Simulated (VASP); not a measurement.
## BP: single point with PBEsol-based global hybrid

Crystal: BP.

```
CELL_PARAMETERS angstrom
0.00000 2.26900 2.26900
2.26900 0.00000 2.26900
2.26900 2.26900 0.00000
ATOMIC_POSITIONS crystal
P 0.75000 0.75000 0.75000
B 0.00000 0.00000 0.00000
```

```
Program             : VASP 6.6.1
Task                : single point
Functional          : PBEsol-based global hybrid
Potentials or basis : VASP PAW PBE potentials, release 64 (P, B)
Cutoff              : 520 eV
k mesh              : 5 × 5 × 5
Occupations         : fermi-dirac, width 0.05 eV
Spin                : no spin polarisation
```

* Pressure: -3.8 GPa
* Band gap on the k mesh: 2.65 eV, indirect (least direct gap 5.05 eV)

Levels at points of the mesh, in eV from the valence-band top:
| k point | band 1 | band 2 | band 3 | band 4 | band 5 | band 6 | band 7 | band 8 | band 9 |
| --- | --- | --- | --- | --- | --- | --- | --- | --- | --- |
| (0.00, 0.00, 0.00) | -17.17 | 0.00 | 0.00 | 0.00 | 5.05 | 5.05 | 5.05 | 9.44 | 13.19 |

It took 60 s on 1 thread of Intel(R) Xeon(R) 6975P-C (Granite Rapids), with other jobs on the host, peak memory 0.13 GiB.

Caveat: the k points lie up to 0.48 Å⁻¹ apart; the PAW data sets were made with another functional, which shifts forces and pressure a little. A k mesh can miss the band edges.
